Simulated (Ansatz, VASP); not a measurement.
## Two plane-wave programs on CsSnI3

```
CELL_PARAMETERS angstrom
6.13407 0.00000 0.00000
0.00000 6.13407 0.00000
0.00000 0.00000 6.13407
ATOMIC_POSITIONS crystal
Cs 0.00000 0.00000 0.00000
Sn 0.50000 0.50000 0.50000
I 0.00000 0.50000 0.50000
I 0.50000 0.00000 0.50000
I 0.50000 0.50000 0.00000
```

Alike in both runs: task single point; functional PBEsol; k mesh 6 × 6 × 6; occupations gaussian, width 0.01 eV; no spin polarisation.

|  | VASP | Ansatz |
| --- | --- | --- |
| version | VASP 6.6.1 | Ansatz 0.2.0 |
| potentials or method | VASP PAW PBE potentials, release 64 (Cs_sv, Sn_d, I), cutoff 520 eV | scalar-relativistic, plane waves, PAW |
| valence electrons in the cell | 44 | 74 |

|  | VASP | Ansatz | Ansatz less VASP |
| --- | --- | --- | --- |
| gap on the k mesh at the Fermi level (eV) | 0.10 | 0.11 | +0.009 |
| least direct gap on the mesh (eV) | 0.10 | 0.11 | +0.009 |

VASP's potentials were made for PBE, not for PBEsol. VASP's potentials hold 44 valence electrons a cell and Ansatz's 74, so a difference there can come from the potentials and not from the codes.

Spin-orbit coupling is off throughout.
